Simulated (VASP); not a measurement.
# P in VASP: notebook

P is run at these levels: r2SCAN; tasks: single point.

All numbers are computed with VASP 6.6.1; they aren't measurements. Logs are shortened: lines on timing, memory, paths and dates and some standing lists are left out, and cuts for length are marked.

**1. The cell of the first run**

The cell holds a slab with vacuum, 4 atoms: a = 3.284 Å, b = 34.857 Å, c = 4.586 Å, α = 90.00°, β = 90.00°, γ = 90.00°.

**2. Single point, r2SCAN (strain -0.0100 x Voigt [0, 0, 1, 0, 0, 0])**

POSCAR

```
P
1.0
    3.2837277200      0.0000000000      0.0000000000
    0.0000000000     34.8570309900      0.0000000000
    0.0000000000      0.0000000000      4.5857638629
P
4
Direct
    0.0000000000      0.9702614300      0.5921507200
    0.0000000000      0.0297385700      0.4078492800
    0.5000000000      0.0297385700      0.0921507200
    0.5000000000      0.9702614300      0.9078492800
```

INCAR.step1

```
PREC = Accurate
ENCUT = 520
ISMEAR = 0
SIGMA = 0.05
LREAL = F
LASPH = T
NELM = 100
NBANDS = 18
GGA = PE
ALGO = Normal
EDIFF = 1E-4
LWAVE = T
LCHARG = F
```

INCAR.step2

```
PREC = Accurate
ENCUT = 520
EDIFF = 1E-6
ISMEAR = 0
SIGMA = 0.05
LREAL = F
LASPH = T
NELM = 100
ALGO = Normal
ISIF = 2
LWAVE = F
LCHARG = T
METAGGA = R2SCAN
LMIXTAU = T
LELF = T
LVHAR = T
NBANDS = 18
ISTART = 1
```

KPOINTS

```
regular mesh
0
Gamma
  8 1 6
```

Potentials or basis: VASP PAW PBE potentials, release 64 (P).

Command:

```
> cat potpaw_PBE.64/P/POTCAR > POTCAR
> cp INCAR.step1 INCAR
> mpirun -np 1 vasp_std > vasp.out
> cp INCAR.step2 INCAR
> mpirun -np 1 vasp_std > vasp.out
```

OUTCAR:

```text
PREC = Accurate
   ENCUT = 520
   EDIFF = 1E-6
   ISMEAR = 0
   LREAL = F
   LASPH = T
   NELM = 100
   ISIF = 2
   METAGGA = R2SCAN
   ISTART = 1

 ion  position               nearest neighbor table
   1  0.000  0.970  0.592-   4 2.19   4 2.19   2 2.24
   2  0.000  0.030  0.408-   3 2.19   3 2.19   1 2.24
   3  0.500  0.030  0.092-   2 2.19   2 2.19   4 2.24
   4  0.500  0.970  0.908-   1 2.19   1 2.19   3 2.24

  LATTYP: Found a simple orthorhombic cell.
 ALAT       =     3.2837277200
 B/A-ratio  =     1.3965116033
 C/A-ratio  =    10.6150795566

  Lattice vectors:

 A1 = (  -3.2837277200,   0.0000000000,   0.0000000000)
 A2 = (   0.0000000000,   0.0000000000,   4.5857638629)
 A3 = (   0.0000000000,  34.8570309900,   0.0000000000)

Analysis of symmetry for initial positions (statically):
=====================================================================
 Subroutine PRICEL returns:
 Original cell was already a primitive cell.

 Routine SETGRP: Setting up the symmetry group for a
 simple orthorhombic supercell.

 Subroutine GETGRP returns: Found  8 space group operations
 (whereof  4 operations were pure point group operations)
 out of a pool of  8 trial point group operations.

The static configuration has the point symmetry C_2h.
 The point group associated with its full space group is D_2h.

Analysis of symmetry for dynamics (positions and initial velocities):
=====================================================================
 Subroutine PRICEL returns:
 Original cell was already a primitive cell.

 Routine SETGRP: Setting up the symmetry group for a
 simple orthorhombic supercell.

 Subroutine GETGRP returns: Found  8 space group operations
 (whereof  4 operations were pure point group operations)
 out of a pool of  8 trial point group operations.

The dynamic configuration has the point symmetry C_2h.
 The point group associated with its full space group is D_2h.

 Subroutine INISYM returns: Found  8 space group operations
 (whereof  4 operations are pure point group operations),
 and found     1 'primitive' translations

----------------------------------------------------------------------------------------

                                     Primitive cell

  volume of cell :     524.8911

  direct lattice vectors                    reciprocal lattice vectors
     3.283727720  0.000000000  0.000000000     0.304531948  0.000000000  0.000000000
     0.000000000 34.857030990  0.000000000     0.000000000  0.028688617  0.000000000
     0.000000000  0.000000000  4.585763863     0.000000000  0.000000000  0.218066178

  length of vectors
     3.283727720 34.857030990  4.585763863     0.304531948  0.028688617  0.218066178

  position of ions in fractional coordinates (direct lattice)
     0.000000000  0.970261430  0.592150720
     0.000000000  0.029738570  0.407849280
     0.500000000  0.029738570  0.092150720
     0.500000000  0.970261430  0.907849280

  ion indices of the primitive-cell ions
   primitive index   ion index
                 1           1
                 2           2
                 3           3
                 4           4

----------------------------------------------------------------------------------------

 KPOINTS: regular mesh

Automatic generation of k-mesh.
 Grid dimensions read from file:
 generate k-points for:    8    1    6

 Generating k-lattice:

  Cartesian coordinates                     Fractional coordinates (reciprocal lattice)
     0.038066494  0.000000000  0.000000000     0.125000000  0.000000000  0.000000000
     0.000000000  0.028688617  0.000000000     0.000000000  1.000000000  0.000000000
     0.000000000  0.000000000  0.036344363     0.000000000  0.000000000  0.166666667

  Length of vectors
     0.038066494  0.028688617  0.036344363

  Shift w.r.t. Gamma in fractional coordinates (k-lattice)
     0.000000000  0.000000000  0.000000000

 Subroutine IBZKPT returns following result:
 ===========================================

 Found     20 irreducible k-points:

 Following reciprocal coordinates:
            Coordinates               Weight
  0.000000  0.000000  0.000000      1.000000
  0.125000  0.000000  0.000000      2.000000
  0.250000  0.000000  0.000000      2.000000
  0.375000  0.000000  0.000000      2.000000
  0.500000  0.000000  0.000000      1.000000
  0.000000  0.000000  0.166667      2.000000
[... 12 lines left out ...]
  0.375000  0.000000  0.500000      2.000000
  0.500000  0.000000  0.500000      1.000000
   k-points           NKPTS =     20   k-points in BZ     NKDIM =     20   number of bands    NBANDS=     18
   number of dos      NEDOS =    301   number of ions     NIONS =      4
   total plane-waves  NPLWV = 233280
   dimension x,y,z NGX =    24 NGY =  270 NGZ =   36
   dimension x,y,z NGXF=    48 NGYF=  540 NGZF=   72
   ions per type =               4
   NGX,Y,Z   is equivalent  to a cutoff of  12.15, 12.88, 13.05 a.u.
   NGXF,Y,Z  is equivalent  to a cutoff of  24.30, 25.75, 26.10 a.u.
 SYSTEM =  unknown system
   PREC   = accura    normal or accurate (medium, high low for compatibility)
   ISTART =      1    job   : 0-new  1-cont  2-samecut
   ICHARG =      0    charge: 1-file 2-atom 10-const
   ISPIN  =      1    spin polarized calculation?
   LNONCOLLINEAR =      F non collinear calculations
   LSORBIT =      F    spin-orbit coupling
   LASPH  =      T    aspherical Exc in radial PAW
   ENCUT  =  520.0 eV  38.22 Ry    6.18 a.u.   6.11 64.81  8.53*2*pi/ulx,y,z
   NELM   =    100;   NELMIN=  2; NELMDL=  0     # of ELM steps
   EDIFF  = 0.1E-05   stopping-criterion for ELM
   LREAL  =      F    real-space projection
   EDIFFG = 0.1E-04   stopping-criterion for IOM
   NSW    =      0    number of steps for IOM
   IBRION =     -1    ionic relax: 0-MD 1-quasi-New 2-CG
   NFREE  =      0    steps in history (QN), initial steepest desc. (CG)
   ISIF   =      2    stress and relaxation
   ISYM   =      2    0-nonsym 1-usesym 2-fastsym
   POTIM  = 0.5000    time-step for ionic-motion
   TEBEG  =    0.0;   TEEND  =   0.0 temperature during run
   PSTRESS=    0.0 pullay stress
   NELECT =      20.0000    total number of electrons
   NUPDOWN=      -1.0000    fix difference up-down
   EMIN   =  10.00;   EMAX   =-10.00  energy-range for DOS
   EFERMI =   0.00;   METHOD = LEGACY
   ISMEAR =     0;   SIGMA  =   0.05  broadening in eV -4-tet -1-fermi 0-gaus
   EFERMI_NEDOS =   21; number of points for ismear=-14 and -15
   IALGO  =     38    algorithm
   IMIX   =      4    mixing-type and parameters
     AMIX     =   0.40;   BMIX     =  1.00
     AMIX_MAG =   1.60;   BMIX_MAG =  1.00
  volume/ion in A,a.u.               =     131.22       885.54
  Fermi-wavevector in a.u.,A,eV,Ry     =   0.550886  1.041024  4.129034  0.303475
  Thomas-Fermi vector in A             =   1.582650
   LORBIT       =      0    0 simple, 1 ext, 2 COOP (PROOUT), +10 PAW based schemes
   METAGGA = R2SCAN    functional components
   LHFCALC =     F    Hartree Fock is set to
   AEXX    =    0.0000 exact exchange contribution
   IVDW    =     0    specifies the selected vdW correction
   LEPSILON=     F    determine dielectric tensor
   LRPA    =     F    only Hartree local field effects (RPA)
 non-spin polarized calculation
 Gauss-broadening in eV      SIGMA  =   0.05
  energy-cutoff  :      520.00
  volume of cell :      524.89
 maximum number of plane-waves:     14202
   NGX = 13   NGY =129   NGZ = 17

 number of electron      20.0000002 magnetization

 Free energy of the ion-electron system (eV)
  ---------------------------------------------------
  ext. energy  EPLUGINS =         0.00000000
  ---------------------------------------------------
  free energy    TOTEN  =       -35.78672721 eV

  energy without entropy =      -35.78672721  energy(sigma->0) =      -35.78672721

 E-fermi :  -3.3436     XC(G=0):  -1.7345

 val. band max:       -3.5550476604   @ k =   0.0000   0.0000   0.0000
 cond. band min:      -2.4905194825   @ k =   0.0000   0.0000   0.0000
 fundamental gap:      1.0645281779
 Fermi energy:        -3.3435882394

 k-point     1 :       0.0000    0.0000    0.0000
  band No.  band energies     occupation
      1     -19.5751      2.00000
      2     -16.9349      2.00000
      3     -13.2587      2.00000
      4      -9.7058      2.00000
      5      -8.3811      2.00000
      6      -8.3060      2.00000
[... 10 lines left out ...]
     17       1.7177      0.00000
     18       1.8620      0.00000

 k-point     2 :       0.1250    0.0000    0.0000
  band No.  band energies     occupation
      1     -19.3768      2.00000
      2     -16.7275      2.00000
      3     -13.3537      2.00000
      4      -9.5613      2.00000
      5      -8.5435      2.00000
      6      -8.3192      2.00000
[... 10 lines left out ...]
     17       1.9346      0.00000
     18       2.0019      0.00000

 k-point     3 :       0.2500    0.0000    0.0000
  band No.  band energies     occupation
      1     -18.7880      2.00000
      2     -16.1079      2.00000
      3     -13.9001      2.00000
      4      -9.9891      2.00000
      5      -9.3951      2.00000
      6      -9.1777      2.00000
[... 10 lines left out ...]
     17       2.3514      0.00000
     18       2.5832      0.00000

 k-point     4 :       0.3750    0.0000    0.0000
  band No.  band energies     occupation
      1     -17.8308      2.00000
      2     -15.1221      2.00000
      3     -15.0853      2.00000
      4     -11.9335      2.00000
      5      -9.4578      2.00000
      6      -8.8009      2.00000
[... 291 lines left out ...]
      4     -12.4049      2.00000
      5      -9.4397      2.00000
      6      -9.4397      2.00000
[... 10 lines left out ...]
     17       3.3868      0.00000
     18       3.3868      0.00000

 k-point    19 :       0.3750    0.0000    0.5000
  band No.  band energies     occupation
      1     -16.8056      2.00000
      2     -16.8056      2.00000
      3     -13.3100      2.00000
      4     -13.3100      2.00000
      5      -9.5995      2.00000
      6      -9.5995      2.00000
[... 10 lines left out ...]
     17       3.6411      0.00000
     18       3.6411      0.00000

 k-point    20 :       0.5000    0.0000    0.5000
  band No.  band energies     occupation
      1     -16.1786      2.00000
      2     -16.1786      2.00000
      3     -14.1130      2.00000
      4     -14.1130      2.00000
      5      -8.9467      2.00000
      6      -8.9467      2.00000
[... 10 lines left out ...]
     17       3.3655      0.00000
     18       3.3655      0.00000

------------------------ aborting loop because EDIFF is reached ----------------------------------------

  FORCE on cell =-STRESS in cart. coord.  units (eV):
  Direction    XX          YY          ZZ          XY          YZ          ZX
  --------------------------------------------------------------------------------------
  -------------------------------------------------------------------------------------
  Total        0.3306278      0.1115133      0.7059117      0.0000000      0.0000000      0.0000000
  in kB        1.0092080      0.3403833      2.1547245      0.0000000      0.0000000      0.0000000
  external PRESSURE =       1.1681053 kB  Pullay stress =       0.0000000 kB

 VOLUME and BASIS-vectors are now :
 -----------------------------------------------------------------------------
  energy-cutoff  :      520.00
  volume of cell :      524.89
      direct lattice vectors                 reciprocal lattice vectors
     3.283727720  0.000000000  0.000000000     0.304531948  0.000000000  0.000000000
     0.000000000 34.857030990  0.000000000     0.000000000  0.028688617  0.000000000
     0.000000000  0.000000000  4.585763863     0.000000000  0.000000000  0.218066178

 POSITION                                       TOTAL-FORCE (eV/Angst)
 -----------------------------------------------------------------------------------
      0.00000     33.82043      2.71546         0.000000     -0.031353     -0.149276
      0.00000      1.03660      1.87030         0.000000      0.031353      0.149276
      1.64186      1.03660      0.42258        -0.000000      0.031353     -0.149276
      1.64186     33.82043      4.16318         0.000000     -0.031353      0.149276
 -----------------------------------------------------------------------------------
    total drift:                               -0.000000      0.000000     -0.000000

  FREE ENERGIE OF THE ION-ELECTRON SYSTEM (eV)
  ---------------------------------------------------
  free  energy   TOTEN  =       -35.7867272103 eV

  energy  without entropy=      -35.7867272103  energy(sigma->0) =      -35.78672721
```

Run time: 8.1 min. Hardware: 1 thread of Intel Xeon 6975P-C (Granite Rapids), shared host; peak memory 0.62 GiB.

Results:

| Quantity | Value |
| --- | --- |
| Free energy | -35.7867 eV |
| Largest force | 0.153 eV/Å |
| Band gap on the k mesh | 1.06 eV |

Forces in eV/Å, atoms in the order of the input:
```
P    0.000 -0.031 -0.149
P    0.000  0.031  0.149
P    0.000  0.031 -0.149
P    0.000 -0.031  0.149
```

Caveat: the cell differs from its parent crystal (strain -0.0100 x Voigt [0, 0, 1, 0, 0, 0]); there is no dipole correction, which matters where the two faces differ; the PAW data sets were made with another functional, which shifts forces and pressure a little.

(Part 1 of 2 ends here.)
